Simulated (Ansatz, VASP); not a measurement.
One calculation of V, two programs

INCAR

```
SYSTEM = V
ALGO = Normal ; EDIFF = 1E-6
ENCUT = 520 ; GGA = PE
ISIF = 2 ; ISMEAR = -1
LASPH = .True. ; LCHARG = .False.
LREAL = .False. ; LWAVE = .False.
NBANDS = 12 ; NELM = 60
PREC = Accurate ; SIGMA = 0.08
```

The input KPOINTS:

```
k-points
0
Gamma
  15 15 15
  0 0 0
```

File POSCAR:

```
V
1.0
    2.3843854678      0.0000000000      0.0000000000
    0.0000000000      2.3843854678      0.0000000000
    0.0000000000      0.0000000000      2.3843854678
V
1
Direct
    0.0000000000      0.0000000000      0.0000000000
```

Input for Ansatz:

```yaml
crystal:
  lattice:
    - [2.3843854678, 0.0, 0.0]
    - [0.0, 2.3843854678, 0.0]
    - [0.0, 0.0, 2.3843854678]
  atoms:
    - { symbol: V, position: [0.0, 0.0, 0.0] }
kpoints:
  mp_grid: { grid: [15, 15, 15] }
scf:
  occupations: { method: fermi_dirac, width: 0.08 }
hamiltonian:
  xc: pbe
  pseudopotentials: { kind: all_electron, lapw: { basis_error: 0.001 } }
output:
  forces: true
  stress: true
  eigenvalues: true
  populations: true
```

Change from the starting cell: volume scaled by 0.92, LAPW.

Alike in both runs: task single point; functional PBE; k mesh 15 × 15 × 15; occupations fermi-dirac, width 0.08 eV; no spin polarisation.

|  | VASP | Ansatz |
| --- | --- | --- |
| version | VASP 6.6.1 | Ansatz 0.2.0 |
| potentials or method | VASP PAW PBE potentials, release 64 (V_sv), cutoff 520 eV | all-electron LAPW, scalar-relativistic |

|  | VASP | Ansatz | Ansatz less VASP |
| --- | --- | --- | --- |
| pressure (GPa) | 13.6 | 13.1 | -0.49 |

Ansatz ran all-electron here, and VASP with PAW potentials.
